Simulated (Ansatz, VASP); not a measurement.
## CoO: VASP beside Ansatz

```
Co O
1.0
     2.82845    0.00000    0.00000
    -1.41423    2.44951    0.00000
     0.00000    0.00000    2.72172
Co O
1 1
Cartesian
  0.0000 0.0000 1.3609
  1.4142 0.8165 0.0000
```

Alike in both runs: task relaxation of cell and atoms; functional PBE; k mesh 8 × 8 × 7; occupations fermi-dirac, width 0.05 eV; collinear spin, ferromagnetic start.

|  | VASP | Ansatz |
| --- | --- | --- |
| version | VASP 6.6.1 | Ansatz 0.2.0 |
| potentials or method | VASP PAW PBE potentials, release 64 (Co, O) | Ansatz PAW |
| plane-wave cutoff (eV) | 600 | 420 |
| valence electrons in the cell | 15 | 23 |

```tsv
	VASP	Ansatz	Ansatz less VASP
gap on the k mesh at the Fermi level, each at its own relaxed structure (eV)	none	none	-
net moment per atom (μB)	1.50	1.50	0.000
size of the moment on the site where the two differ most (μB)	2.55	2.50	-0.044
relaxed volume (Å³/atom)	9.40	9.43	+0.033
relaxed cell length with the largest relative difference (Å)	2.827	2.830	+0.0037
```

Site moments also hang on the region over which each program counts them. A gap of «none» marks a metal or a gap that the smearing closes. VASP's potentials hold 15 valence electrons a cell and Ansatz's 23, so a difference there can come from the potentials and not from the codes.

Noted on Ansatz's run: the plane-wave basis is chosen anew once the cell has moved, so the energies of steps on either side of that aren't comparable.
